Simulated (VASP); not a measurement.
# F (C2/c) in VASP: notebook

Runs on F. Level: r2SCAN. Tasks: single point.

All numbers are computed with VASP 6.6.1; they aren't measurements. Logs are shortened: lines on timing, memory, paths and dates and some standing lists are left out, and cuts for length are marked.

## (1) The cell of the first run

It takes space group C2/c (No. 15, monoclinic). The conventional cell has a = 5.117 Å, b = 3.359 Å, c = 6.635 Å, α = 90.00°, β = 90.15°, γ = 90.00°. F (site symmetry 1) has 1 F at 1.40 Å within 1.9 Å.

## (2) Single point, r2SCAN (14.25 Å³/atom)

Contents of POSCAR:

```
F
1.0
    2.5434873890     -1.6792923528      0.2772539219
    2.5434873890      1.6792923528      0.2772539219
   -0.7019977922      0.0000000000      6.5976096190
F
4
Direct
    0.9075218338      0.5919918657      0.0946097114
    0.4080081343      0.0924781662      0.4053902886
    0.0924781662      0.4080081343      0.9053902886
    0.5919918657      0.9075218338      0.5946097114
```

Contents of INCAR.step1:

```
PREC = Accurate
ENCUT = 520
ISMEAR = -1
SIGMA = 0.05
LREAL = F
LASPH = T
NELM = 80
NBANDS = 22
GGA = PE
ALGO = Normal
EDIFF = 1E-4
LWAVE = T
LCHARG = F
```

Contents of INCAR.step2:

```
PREC = Accurate
ENCUT = 520
EDIFF = 1E-6
ISMEAR = -1
SIGMA = 0.05
LREAL = F
LASPH = T
NELM = 80
ALGO = Normal
ISIF = 2
LWAVE = F
LCHARG = F
METAGGA = R2SCAN
LMIXTAU = T
NBANDS = 22
ISTART = 1
```

Contents of KPOINTS:

```
regular mesh
0
Gamma
  10 10 4
```

Potentials or basis: VASP PAW PBE potentials, release 64 (F).

Launch:

```
> cat potpaw_PBE.64/F/POTCAR > POTCAR
> cp INCAR.step1 INCAR
> mpirun -np 1 vasp_std > vasp.out
> cp INCAR.step2 INCAR
> mpirun -np 1 vasp_std > vasp.out
```

OUTCAR:

```text
PREC = Accurate
   ENCUT = 520
   EDIFF = 1E-6
   ISMEAR = -1
   LREAL = F
   LASPH = T
   NELM = 80
   ISIF = 2
   METAGGA = R2SCAN
   ISTART = 1

 ion  position               nearest neighbor table
   1  0.908  0.592  0.095-   3 1.40
   2  0.408  0.092  0.405-   4 1.40
   3  0.092  0.408  0.905-   1 1.40
   4  0.592  0.908  0.595-   2 1.40

  LATTYP: Found a base centered monoclinic cell.
 ALAT       =     5.1171077125
 B/A-ratio  =     0.6563443442
 C/A-ratio  =     1.2966018715
 COS(beta)  =    -0.0025737262

  Lattice vectors:

 A1 = (  -2.5434873890,   1.6792923528,  -0.2772539219)
 A2 = (  -2.5434873890,  -1.6792923528,  -0.2772539219)
 A3 = (  -0.7019977922,   0.0000000000,   6.5976096190)

Analysis of symmetry for initial positions (statically):
=====================================================================
 Subroutine PRICEL returns:
 Original cell was already a primitive cell.

 Routine SETGRP: Setting up the symmetry group for a
 base centered monoclinic supercell.

 Subroutine GETGRP returns: Found  4 space group operations
 (whereof  2 operations were pure point group operations)
 out of a pool of  4 trial point group operations.

The static configuration has the point symmetry S_2 .
 The point group associated with its full space group is C_2h.

Analysis of symmetry for dynamics (positions and initial velocities):
=====================================================================
 Subroutine PRICEL returns:
 Original cell was already a primitive cell.

 Routine SETGRP: Setting up the symmetry group for a
 base centered monoclinic supercell.

 Subroutine GETGRP returns: Found  4 space group operations
 (whereof  2 operations were pure point group operations)
 out of a pool of  4 trial point group operations.

The dynamic configuration has the point symmetry S_2 .
 The point group associated with its full space group is C_2h.

 Subroutine INISYM returns: Found  4 space group operations
 (whereof  2 operations are pure point group operations),
 and found     1 'primitive' translations

----------------------------------------------------------------------------------------

                                     Primitive cell
[... 84 lines left out ...]
   NGXF,Y,Z  is equivalent  to a cutoff of  26.07, 26.07, 25.06 a.u.
 SYSTEM =  unknown system
   PREC   = accura    normal or accurate (medium, high low for compatibility)
   ISTART =      1    job   : 0-new  1-cont  2-samecut
   ICHARG =      0    charge: 1-file 2-atom 10-const
   ISPIN  =      1    spin polarized calculation?
   LNONCOLLINEAR =      F non collinear calculations
   LSORBIT =      F    spin-orbit coupling
   LASPH  =      T    aspherical Exc in radial PAW
   ENCUT  =  520.0 eV  38.22 Ry    6.18 a.u.   5.69  5.69 12.34*2*pi/ulx,y,z
   NELM   =     80;   NELMIN=  2; NELMDL=  0     # of ELM steps
   EDIFF  = 0.1E-05   stopping-criterion for ELM
   LREAL  =      F    real-space projection
   EDIFFG = 0.1E-04   stopping-criterion for IOM
   NSW    =      0    number of steps for IOM
[... 5 lines left out ...]
   TEBEG  =    0.0;   TEEND  =   0.0 temperature during run
   PSTRESS=    0.0 pullay stress
   NELECT =      28.0000    total number of electrons
   NUPDOWN=      -1.0000    fix difference up-down
   EMIN   =  10.00;   EMAX   =-10.00  energy-range for DOS
   EFERMI =   0.00;   METHOD = LEGACY
   ISMEAR =    -1;   SIGMA  =   0.05  broadening in eV -4-tet -1-fermi 0-gaus
   EFERMI_NEDOS =   21; number of points for ismear=-14 and -15
   IALGO  =     38    algorithm
   IMIX   =      4    mixing-type and parameters
     AMIX     =   0.40;   BMIX     =  1.00
     AMIX_MAG =   1.60;   BMIX_MAG =  1.00
  volume/ion in A,a.u.               =      14.25        96.19
  Fermi-wavevector in a.u.,A,eV,Ry     =   1.291618  2.440803 22.698274  1.668276
  Thomas-Fermi vector in A             =   2.423376
   LORBIT       =      0    0 simple, 1 ext, 2 COOP (PROOUT), +10 PAW based schemes
   METAGGA = R2SCAN    functional components
   LHFCALC =     F    Hartree Fock is set to
   AEXX    =    0.0000 exact exchange contribution
   IVDW    =     0    specifies the selected vdW correction
   LEPSILON=     F    determine dielectric tensor
   LRPA    =     F    only Hartree local field effects (RPA)
 non-spin polarized calculation
  energy-cutoff  :      520.00
  volume of cell :       57.01
 maximum number of plane-waves:      1563
   NGX = 11   NGY = 11   NGZ = 25

 number of electron      27.9999992 magnetization

 Free energy of the ion-electron system (eV)
  ---------------------------------------------------
  ext. energy  EPLUGINS =         0.00000000
  ---------------------------------------------------
  free energy    TOTEN  =       -12.46446099 eV

  energy without entropy =      -12.46446099  energy(sigma->0) =      -12.46446099

 E-fermi :  -4.1238     XC(G=0):  -8.4699

 val. band max:       -5.3164650084   @ k =   0.0000   0.0000   0.0000
 cond. band min:      -1.4626875434   @ k =   0.0000   0.0000   0.0000
 fundamental gap:      3.8537774650
 Fermi energy:        -4.1237787423

 k-point     1 :       0.0000    0.0000    0.0000
  band No.  band energies     occupation
      1     -31.6312      2.00000
      2     -31.4852      2.00000
      3     -24.9928      2.00000
      4     -24.5824      2.00000
      5     -11.8588      2.00000
      6     -10.9893      2.00000
[... 589 lines left out ...]
     21      13.9213      0.00000
     22      15.1705      0.00000

 [... further k-points ...]

------------------------ aborting loop because EDIFF is reached ----------------------------------------

  FORCE on cell =-STRESS in cart. coord.  units (eV):
  Direction    XX          YY          ZZ          XY          YZ          ZX
  --------------------------------------------------------------------------------------
  -------------------------------------------------------------------------------------
  Total       -0.2319121      0.0648531      1.0321623      0.0000000      0.0000000     -0.1388618
  in kB       -6.5170849      1.8224711     29.0053392      0.0000000      0.0000000     -3.9022293
  external PRESSURE =       8.1035751 kB  Pullay stress =       0.0000000 kB

 VOLUME and BASIS-vectors are now :
 -----------------------------------------------------------------------------
  energy-cutoff  :      520.00
  volume of cell :       57.01
      direct lattice vectors                 reciprocal lattice vectors
     2.543487389 -1.679292353  0.277253922     0.194326618 -0.297744463  0.020676709
     2.543487389  1.679292353  0.277253922     0.194326618  0.297744463  0.020676709
    -0.701997792  0.000000000  6.597609619    -0.016332526  0.000000000  0.149832236

 POSITION                                       TOTAL-FORCE (eV/Angst)
 -----------------------------------------------------------------------------------
      3.74758     -0.52987      1.03994        -0.056158      0.255693      0.519575
      0.98840     -0.52987      2.81337         0.056158      0.255693     -0.519575
      0.63740      0.52987      6.11217         0.056158     -0.255693     -0.519575
      3.39658      0.52987      4.33875        -0.056158     -0.255693      0.519575
 -----------------------------------------------------------------------------------
    total drift:                               -0.000000     -0.000000     -0.000000

  FREE ENERGIE OF THE ION-ELECTRON SYSTEM (eV)
  ---------------------------------------------------
  free  energy   TOTEN  =       -12.4644609904 eV

  energy  without entropy=      -12.4644609903  energy(sigma->0) =      -12.46446099
```

OUTCAR.step1:

```text
PREC = Accurate
   ENCUT = 520
   ISMEAR = -1
   LREAL = F
   LASPH = T
[... 831 lines left out ...]
      3.74758     -0.52987      1.03994        -0.101049      0.448801      0.933766
      0.98840     -0.52987      2.81337         0.101049      0.448801     -0.933766
      0.63740      0.52987      6.11217         0.101049     -0.448801     -0.933766
      3.39658      0.52987      4.33875        -0.101049     -0.448801      0.933766
 -----------------------------------------------------------------------------------
    total drift:                               -0.000000     -0.000000     -0.000000

  FREE ENERGIE OF THE ION-ELECTRON SYSTEM (eV)
  ---------------------------------------------------
  free  energy   TOTEN  =        -7.2252481689 eV

  energy  without entropy=       -7.2252481689  energy(sigma->0) =       -7.22524817
```

OSZICAR.step1:

```text
N       E                     dE             d eps       ncg     rms          rms(c)
DAV:   1     0.181800789414E+03    0.18180E+03   -0.16533E+04  5196   0.121E+03
DAV:   2    -0.350115834917E+00   -0.18215E+03   -0.17619E+03  6818   0.302E+02
DAV:   3    -0.882269101669E+01   -0.84726E+01   -0.84331E+01  6090   0.619E+01
DAV:   4    -0.887492990066E+01   -0.52239E-01   -0.52237E-01  5382   0.553E+00
DAV:   5    -0.887522227332E+01   -0.29237E-03   -0.29237E-03  5922   0.386E-01    0.112E+01
DAV:   6    -0.764542686627E+01    0.12298E+01   -0.45443E-01  5244   0.687E+00    0.631E+00
DAV:   7    -0.722729559872E+01    0.41813E+00   -0.60301E-01  5166   0.742E+00    0.725E-01
DAV:   8    -0.722500702355E+01    0.22886E-02   -0.71927E-02  5412   0.195E+00    0.118E-01
DAV:   9    -0.722517434753E+01   -0.16732E-03   -0.82980E-04  5856   0.223E-01    0.594E-02
DAV:  10    -0.722524816891E+01   -0.73821E-04   -0.81538E-05  3756   0.858E-02
   1 F= -.72252482E+01 E0= -.72252482E+01  d E =-.510881E-11
```

Run time: 4.6 min. Hardware: 1 thread of AMD EPYC 9R45 (Zen 5), shared host; peak memory 0.2 GiB.

Results:

```
Free energy            : -12.4645 eV
Pressure               : 0.8 GPa
Largest force          : 0.582 eV/Å
Band gap on the k mesh : 3.85 eV
```

Forces in eV/Å, atoms in the order of the input:
```
F   -0.056  0.256  0.520
F    0.056  0.256 -0.520
F    0.056 -0.256 -0.520
F   -0.056 -0.256  0.520
```

Stress tensor (GPa, compression positive):
```
-0.65  0.00 -0.39
 0.00  0.18  0.00
-0.39  0.00  2.90
```

Caveat: the PAW data sets were made with another functional, which shifts forces and pressure a little.

## (3) Single point, r2SCAN (14.82 Å³/atom)

This run uses another cell than the first one, of 14.82 Å³/atom.

Contents of POSCAR:

```
F
1.0
    2.5769581666     -1.7013908390      0.2809024182
    2.5769581666      1.7013908390      0.2809024182
   -0.7112356646      0.0000000000      6.6844302282
F
4
Direct
    0.9075218338      0.5919918657      0.0946097114
    0.4080081343      0.0924781662      0.4053902886
    0.0924781662      0.4080081343      0.9053902886
    0.5919918657      0.9075218338      0.5946097114
```

Contents of INCAR.step1:

```
SYSTEM = F
PREC = Accurate
ENCUT = 520
ISMEAR = -1
SIGMA = 0.05
LREAL = .FALSE.
LASPH = .TRUE.
NELM = 60
NBANDS = 22
GGA = PE
ALGO = Normal
EDIFF = 1E-4
LWAVE = .TRUE.
LCHARG = .FALSE.
```

Contents of INCAR.step2:

```
SYSTEM = F
PREC = Accurate
ENCUT = 520
EDIFF = 1E-6
ISMEAR = -1
SIGMA = 0.05
LREAL = .FALSE.
LASPH = .TRUE.
NELM = 60
ALGO = Normal
ISIF = 2
LWAVE = .FALSE.
LCHARG = .FALSE.
METAGGA = R2SCAN
LMIXTAU = .TRUE.
NBANDS = 22
ISTART = 1
```

Contents of KPOINTS:

```
Automatic mesh
0
G
  10 10 4
  0 0 0
```

Potentials or basis: VASP PAW PBE potentials, release 64 (F).

Launch:

```
> cat potpaw_PBE.64/F/POTCAR > POTCAR
> cp INCAR.step1 INCAR
> mpirun -np 1 vasp_std > vasp.out
> cp INCAR.step2 INCAR
> mpirun -np 1 vasp_std > vasp.out
```

OUTCAR:

```text
SYSTEM = F
   PREC = Accurate
   ENCUT = 520
   EDIFF = 1E-6
   ISMEAR = -1
   LREAL = .FALSE.
   LASPH = .TRUE.
   NELM = 60
   ISIF = 2
   METAGGA = R2SCAN
   ISTART = 1

 ion  position               nearest neighbor table
   1  0.908  0.592  0.095-   3 1.42
   2  0.408  0.092  0.405-   4 1.42
   3  0.092  0.408  0.905-   1 1.42
   4  0.592  0.908  0.595-   2 1.42

  LATTYP: Found a base centered monoclinic cell.
 ALAT       =     5.1844457991
 B/A-ratio  =     0.6563443442
 C/A-ratio  =     1.2966018715
 COS(beta)  =    -0.0025737262

  Lattice vectors:

 A1 = (  -2.5769581666,   1.7013908390,  -0.2809024182)
 A2 = (  -2.5769581666,  -1.7013908390,  -0.2809024182)
 A3 = (  -0.7112356646,   0.0000000000,   6.6844302282)

Analysis of symmetry for initial positions (statically):
=====================================================================
 Subroutine PRICEL returns:
 Original cell was already a primitive cell.

 Routine SETGRP: Setting up the symmetry group for a
 base centered monoclinic supercell.

 Subroutine GETGRP returns: Found  4 space group operations
 (whereof  2 operations were pure point group operations)
 out of a pool of  4 trial point group operations.

The static configuration has the point symmetry S_2 .
 The point group associated with its full space group is C_2h.

Analysis of symmetry for dynamics (positions and initial velocities):
=====================================================================
 Subroutine PRICEL returns:
 Original cell was already a primitive cell.

 Routine SETGRP: Setting up the symmetry group for a
 base centered monoclinic supercell.

 Subroutine GETGRP returns: Found  4 space group operations
 (whereof  2 operations were pure point group operations)
 out of a pool of  4 trial point group operations.

The dynamic configuration has the point symmetry S_2 .
 The point group associated with its full space group is C_2h.
[... 119 lines left out ...]
   EFERMI_NEDOS =   21; number of points for ismear=-14 and -15
   IALGO  =     38    algorithm
   IMIX   =      4    mixing-type and parameters
     AMIX     =   0.40;   BMIX     =  1.00
     AMIX_MAG =   1.60;   BMIX_MAG =  1.00
  volume/ion in A,a.u.               =      14.82       100.03
  Fermi-wavevector in a.u.,A,eV,Ry     =   1.274841  2.409101 22.112471  1.625221
  Thomas-Fermi vector in A             =   2.407587
   LORBIT       =      0    0 simple, 1 ext, 2 COOP (PROOUT), +10 PAW based schemes
   METAGGA = R2SCAN    functional components
   LHFCALC =     F    Hartree Fock is set to
   AEXX    =    0.0000 exact exchange contribution
   IVDW    =     0    specifies the selected vdW correction
   LEPSILON=     F    determine dielectric tensor
   LRPA    =     F    only Hartree local field effects (RPA)
 non-spin polarized calculation
  energy-cutoff  :      520.00
  volume of cell :       59.29
 maximum number of plane-waves:      1622
   NGX = 11   NGY = 11   NGZ = 25

 number of electron      28.0000014 magnetization

 Free energy of the ion-electron system (eV)
  ---------------------------------------------------
  ext. energy  EPLUGINS =         0.00000000
  ---------------------------------------------------
  free energy    TOTEN  =       -12.47025457 eV

  energy without entropy =      -12.47025457  energy(sigma->0) =      -12.47025457

 E-fermi :  -4.3737     XC(G=0):  -8.2710

 val. band max:       -5.5882488965   @ k =   0.0000   0.0000   0.0000
 cond. band min:      -1.9290829237   @ k =   0.0000   0.0000   0.0000
 fundamental gap:      3.6591659728
 Fermi energy:        -4.3737448547

 k-point     1 :       0.0000    0.0000    0.0000
  band No.  band energies     occupation
      1     -31.5446      2.00000
      2     -31.4095      2.00000
      3     -25.2634      2.00000
      4     -24.9004      2.00000
      5     -11.9036      2.00000
      6     -11.1123      2.00000
[... 589 lines left out ...]
     21      13.4956      0.00000
     22      14.7328      0.00000

 [... further k-points ...]

------------------------ aborting loop because EDIFF is reached ----------------------------------------

  FORCE on cell =-STRESS in cart. coord.  units (eV):
  Direction    XX          YY          ZZ          XY          YZ          ZX
  --------------------------------------------------------------------------------------
  -------------------------------------------------------------------------------------
  Total       -0.3144812     -0.4085263     -0.6619314      0.0000000      0.0000000      0.0374267
  in kB       -8.4975023    -11.0386677    -17.8858500      0.0000000      0.0000000      1.0112955
  external PRESSURE =     -12.4740067 kB  Pullay stress =       0.0000000 kB

 VOLUME and BASIS-vectors are now :
 -----------------------------------------------------------------------------
  energy-cutoff  :      520.00
  volume of cell :       59.29
      direct lattice vectors                 reciprocal lattice vectors
     2.576958167 -1.701390839  0.280902418     0.191802610 -0.293877214  0.020408150
     2.576958167  1.701390839  0.280902418     0.191802610  0.293877214  0.020408150
    -0.711235665  0.000000000  6.684430228    -0.016120392  0.000000000  0.147886143

 POSITION                                       TOTAL-FORCE (eV/Angst)
 -----------------------------------------------------------------------------------
      3.79689     -0.53684      1.05363         0.011702     -0.058438     -0.105647
      1.00140     -0.53684      2.85039        -0.011702     -0.058438      0.105647
      0.64579      0.53684      6.19261        -0.011702      0.058438      0.105647
      3.44128      0.53684      4.39584         0.011702      0.058438     -0.105647
 -----------------------------------------------------------------------------------
    total drift:                               -0.000000     -0.000000     -0.000000

  FREE ENERGIE OF THE ION-ELECTRON SYSTEM (eV)
  ---------------------------------------------------
  free  energy   TOTEN  =       -12.4702545723 eV

  energy  without entropy=      -12.4702545723  energy(sigma->0) =      -12.47025457
```

Wall time 4.6 min (1 thread of AMD EPYC 9R45 (Zen 5), shared host); peak memory 0.2 GiB.

What came out:

| Quantity | Value |
| --- | --- |
| Free energy | -12.4703 eV |
| Pressure | -1.2 GPa |
| Largest force | 0.121 eV/Å |
| Band gap on the k mesh | 3.66 eV |

Forces on the atoms (eV/Å):
```
F    0.012 -0.058 -0.106
F   -0.012 -0.058  0.106
F   -0.012  0.058  0.106
F    0.012  0.058 -0.106
```

Caveat: the PAW data sets were made with another functional, which shifts forces and pressure a little. A k mesh can miss the band edges.
